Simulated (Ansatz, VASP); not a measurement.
## Two plane-wave programs on AlN

Contents of POSCAR:

```
AlN
1.0
    0.0000000000      2.1839935596      2.0747938816
    2.1839935596      0.0000000000      2.0747938816
    2.1839935596      2.1839935596      0.0000000000
Al N
1 1
Direct
    0.0000000000      0.0000000000      0.0000000000
    0.7500000000      0.7500000000      0.7500000000
```

INCAR.step1

```
PREC = Accurate
ENCUT = 520
ISMEAR = 0
SIGMA = 0.05
LREAL = False
LASPH = True
NELM = 80
NBANDS = 11
GGA = PE
ALGO = Normal
EDIFF = 1E-4
LWAVE = True
LCHARG = False
```

File INCAR.step2:

```
PREC = Accurate
ENCUT = 520
EDIFF = 1E-7
ISMEAR = 0
SIGMA = 0.05
LREAL = False
LASPH = True
NELM = 80
ALGO = Normal
ISIF = 2
LWAVE = False
LCHARG = False
METAGGA = R2SCAN
LMIXTAU = True
NBANDS = 11
ISTART = 1
```

The input KPOINTS:

```
regular mesh
0
Gamma
  10 10 10
```

Input for Ansatz:

```yaml
crystal:
  lattice:
    - [0.0, 2.1839935596, 2.0747938816]
    - [2.1839935596, 0.0, 2.0747938816]
    - [2.1839935596, 2.1839935596, 0.0]
  atoms:
    - { symbol: Al, position: [0.0, 0.0, 0.0] }
    - { symbol: "N", position: [0.75, 0.75, 0.75] }
basis:
  ecutwfc: 500
kpoints:
  mp_grid: { grid: [10, 10, 10] }
hamiltonian:
  xc: r2scan
scf:
  occupations: { method: gaussian, width: 0.05 }
output:
  forces: true
  stress: true
  eigenvalues: true
  write_density: true
  write_potential: true
  elf: true
  volumetric_format: npy
```

Change from the starting cell: strain -0.0500 x Voigt [0, 0, 1, 0, 0, 0], atoms carried along.

Alike in both runs: task single point; functional r2SCAN; k mesh 10 × 10 × 10; occupations gaussian, width 0.05 eV; no spin polarisation.

|  | VASP | Ansatz |
| --- | --- | --- |
| version | VASP 6.6.1 | Ansatz 0.2.0 |
| potentials or method | VASP PAW PBE potentials, release 64 (Al, N), cutoff 520 eV | scalar-relativistic, plane waves, PAW |
| valence electrons in the cell | 8 | 8 |

```tsv
	VASP	Ansatz	Ansatz less VASP
gap on the k mesh at the Fermi level (eV)	3.69	3.70	+0.009
least direct gap on the mesh (eV)	5.23	5.19	-0.042
pressure (GPa)	11.6	12.0	+0.35
traceless stress, the component that is largest in VASP (GPa)	3.98	3.97	-0.004
```

VASP's potentials were made for PBE, not for r2SCAN.
